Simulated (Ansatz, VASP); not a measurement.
**One calculation of Ti4RuC, two programs**

```xyz
6
Lattice="5.7079 0.0000 0.0000 -2.8539 4.9432 0.0000 0.0000 0.0000 3.1378" Properties=species:S:1:pos:R:3 pbc="T T T"
Ti    2.8539    1.6477    0.0000
Ti   -1.3006    2.5445    1.5689
Ti    1.3006    2.5445    1.5689
Ti    0.0000    4.7973    1.5689
Ru    0.0000    0.0000    0.0000
C     0.0000    3.2954    0.0000
```

Change from the starting cell: species swapped into the SmBeCu4 type (P-6m2, No. 187).

Alike in both runs: functional PBE; k mesh 4 × 4 × 4; occupations gaussian, width 0.2 eV; no spin polarisation.

Ansatz relaxed the structure, and its values are those at the end. VASP's run is a single point on that final structure, the one shown.

|  | VASP | Ansatz |
| --- | --- | --- |
| version | VASP 6.6.1 | Ansatz 0.2.0 |
| potentials or method | VASP PAW PBE potentials, release 64 (Ti_sv, Ru_pv, C), cutoff 520 eV | scalar-relativistic, plane waves, PAW |
| valence electrons in the cell | 66 | 68 |

|  | VASP | Ansatz | Ansatz less VASP |
| --- | --- | --- | --- |
| gap on the k mesh at the Fermi level (eV) | none | none | - |
| pressure (GPa) | 0.5 | 0.5 | -0.06 |
| rms of the force components (eV/Å) | 0.000 | 0.003 | +0.0032 |

A gap of «none» marks a metal or a gap that the smearing closes. The functional is the same, so the differences come from potentials, cutoffs and numerics. VASP's potentials hold 66 valence electrons a cell and Ansatz's 68, so a difference there can come from the potentials and not from the codes.

The k mesh is coarse, so the values compare programs but aren't converged.
